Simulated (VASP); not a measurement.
CoSi2: single point with PBE

The system is CoSi2.

```
Co Si
1.0
     0.00000    2.59954    2.59954
     2.67994   -0.08040    2.67994
     2.67994    2.67994   -0.08040
Co Si
1 2
Direct
  0.00000 0.00000 0.00000
  0.25000 0.25000 0.25000
  0.75000 0.75000 0.75000
```

This cell differs from its parent crystal: strain -0.0600 x Voigt [0, 0, 0, 1, 0, 0].

* Program: VASP 6.6.1
* Task: single point
* Functional: PBE
* Potentials or basis: VASP PAW PBE potentials, release 64 (Co, Si)
* Cutoff: 520 eV
* k mesh: 16 × 16 × 16
* Occupations: gaussian, width 0.15 eV
* Spin: no spin polarisation

* Pressure: 0.6 GPa
* Largest force: 0.549 eV/Å
* Band gap on the k mesh: zero (an odd number of electrons rules out a gap without spin polarisation)

Forces in eV/Å, atoms in the order of the input:
```
Co   0.000  0.000  0.000
Si   0.549  0.000  0.000
Si  -0.549  0.000  0.000
```

Stress tensor (GPa, compression positive):
```
0.80 0.00 0.00
0.00 0.44 8.87
0.00 8.87 0.44
```

Levels at points of the mesh, in eV from the Fermi level:
| k point | band 5 | band 6 | band 7 | band 8 | band 9 | band 10 | band 11 | band 12 | band 13 | band 14 |
| --- | --- | --- | --- | --- | --- | --- | --- | --- | --- | --- |
| (0.00, 0.00, 0.00) | -1.90 | -1.89 | 0.60 | 3.06 | 3.14 | 3.36 | 3.62 | 3.72 | 3.87 | 5.61 |
| (0.50, 0.00, 0.00) | -2.33 | -1.62 | -1.59 | -0.74 | -0.57 | 2.46 | 3.19 | 3.27 | 4.30 | 10.08 |
| (0.00, 0.50, 0.00) | -2.03 | -1.63 | -1.61 | -0.40 | -0.12 | 2.98 | 3.48 | 3.59 | 4.57 | 9.45 |
| (0.50, 0.50, 0.00) | -3.64 | -1.95 | -1.94 | -1.89 | -1.33 | 1.57 | 2.93 | 8.47 | 9.45 | 9.59 |
| (0.00, 0.50, 0.50) | -3.15 | -2.09 | -1.90 | -1.81 | -1.32 | 1.48 | 3.07 | 8.61 | 9.57 | 9.64 |

It took 9.3 min on 1 thread of Intel Xeon 8259CL (shared host), peak memory 0.47 GiB.

Caveat: the cell differs from its parent crystal (strain -0.0600 x Voigt [0, 0, 0, 1, 0, 0]); the run has no spin polarisation, though such a crystal can be magnetic. Spin polarisation is off, so any magnetic state and its effect on volume and gap are missing.
